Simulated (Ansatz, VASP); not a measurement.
## Ta6Se in VASP and in Ansatz

Contents of POSCAR:

```
Ta6Se
1.0
    5.2858120000      0.0000000000      0.0000000000
   -1.1083870000      4.0659520000     -6.2941690000
   -2.4835650000      3.3775760000      6.2941690000
Ta Se
12 2
Direct
    0.9972000000      0.7033000000      0.6281000000
    0.0028000000      0.2967000000      0.3719000000
    0.1491000000      0.1487000000      0.7205000000
    0.8509000000      0.8513000000      0.2795000000
    0.2287000000      0.6921000000      0.0648000000
    0.7713000000      0.3079000000      0.9352000000
    0.5000000000      0.0000000000      0.0000000000
    0.4427000000      0.4108000000      0.2238000000
    0.5573000000      0.5892000000      0.7762000000
    0.0000000000      0.0000000000      0.0000000000
    0.4727000000      0.1380000000      0.4254000000
    0.5273000000      0.8620000000      0.5746000000
    0.9260000000      0.4180000000      0.7040000000
    0.0740000000      0.5820000000      0.2960000000
```

The input INCAR.step1:

```
SYSTEM = Ta6Se
PREC     = Accurate       ! precision mode
ENCUT    = 520            ! plane-wave cutoff, eV
ISMEAR   = -1             ! smearing method
SIGMA    = 0.034          ! smearing width, eV
LREAL    = .FALSE.        ! projectors in reciprocal space
LASPH    = .TRUE.         ! aspherical terms in the spheres
NELM     = 80             ! most SCF steps
NBANDS   = 85             ! bands
GGA      = PE             ! functional
ALGO     = Normal         ! electronic algorithm
EDIFF    = 1E-4           ! SCF threshold, eV
LWAVE    = .TRUE.         ! write WAVECAR
LCHARG   = .FALSE.        ! write CHGCAR
```

The input INCAR.step2:

```
SYSTEM = Ta6Se
PREC     = Accurate       ! precision mode
ENCUT    = 520            ! plane-wave cutoff, eV
EDIFF    = 1E-6           ! SCF threshold, eV
ISMEAR   = -1             ! smearing method
SIGMA    = 0.034          ! smearing width, eV
LREAL    = .FALSE.        ! projectors in reciprocal space
LASPH    = .TRUE.         ! aspherical terms in the spheres
NELM     = 80             ! most SCF steps
ALGO     = Normal         ! electronic algorithm
ISIF     = 2              ! what is computed and relaxed
LWAVE    = .FALSE.        ! write WAVECAR
LCHARG   = .FALSE.        ! write CHGCAR
METAGGA  = R2SCAN         ! meta-GGA
LMIXTAU  = .TRUE.       
NBANDS   = 85             ! bands
ISTART   = 1
```

KPOINTS

```
Automatic mesh
0
G
  4 3 3
  0 0 0
```

Input for Ansatz:

```yaml
crystal:
  lattice:
    - [5.285812, 0.0, 0.0]
    - [-1.108387, 4.065952, -6.294169]
    - [-2.483565, 3.377576, 6.294169]
  atoms:
    - { symbol: Ta, position: [0.9972, 0.7033, 0.6281] }
    - { symbol: Ta, position: [0.0028, 0.2967, 0.3719] }
    - { symbol: Se, position: [0.926, 0.418, 0.704] }
    - { symbol: Se, position: [0.074, 0.582, 0.296] }
    - { symbol: Ta, position: [0.1491, 0.1487, 0.7205] }
    - { symbol: Ta, position: [0.8509, 0.8513, 0.2795] }
    - { symbol: Ta, position: [0.2287, 0.6921, 0.0648] }
    - { symbol: Ta, position: [0.7713, 0.3079, 0.9352] }
    - { symbol: Ta, position: [0.5, 0.0, 0.0] }
    - { symbol: Ta, position: [0.4427, 0.4108, 0.2238] }
    - { symbol: Ta, position: [0.5573, 0.5892, 0.7762] }
    - { symbol: Ta, position: [0.0, 0.0, 0.0] }
    - { symbol: Ta, position: [0.4727, 0.138, 0.4254] }
    - { symbol: Ta, position: [0.5273, 0.862, 0.5746] }
kpoints:
  mp_grid: { grid: [4, 3, 3], shift: [0.0, 0.0, 0.0] }
magnetization:
  spin_polarized: false
scf:
  occupations: { method: fermi_dirac, width: 0.034 }
  lower_state_search: "off"
  max_iter: 200
hamiltonian:
  pseudopotentials: { kind: paw }
  xc: r2scan
basis:
  ecutwfc: 500
  fft_grid_basis: typed
output:
  forces: true
  stress: true
  eigenvalues: true
  populations: true
  elf: true
  write_potential: true
  volumetric_format: npy
  dos:
    e_range: [-12, 8]
    de: 0.05
    projected: { site_lists: { Se: [Se], Ta: [Ta] } }
checkpoint:
  read: saved_state
```

Alike in both runs: task single point; functional r2SCAN; k mesh 4 × 3 × 3; occupations fermi-dirac, width 0.034 eV; no spin polarisation.

```csv
,VASP,Ansatz
version,VASP 6.6.1,Ansatz 0.2.0
potentials or method,"VASP PAW PBE potentials, release 64 (Ta_pv, Se), cutoff 520 eV",PAW plane waves
valence electrons in the cell,144,188
```

Ansatz gave:

| Property | Result |
| --- | --- |
| pressure (GPa) | 6.3 |
| rms of the force components (eV/Å) | 0.647 |

Problem. Which values does VASP return?

Solution. Pressure (GPa): 6.9; rms of the force components (eV/Å): 0.657.

VASP's potentials were made for PBE, not for r2SCAN. With one functional, cell and mesh, what is left measures potentials, basis and numerics. VASP's potentials hold 144 valence electrons a cell and Ansatz's 188, so a difference there can come from the potentials and not from the codes.

Neither program's run includes spin-orbit coupling.
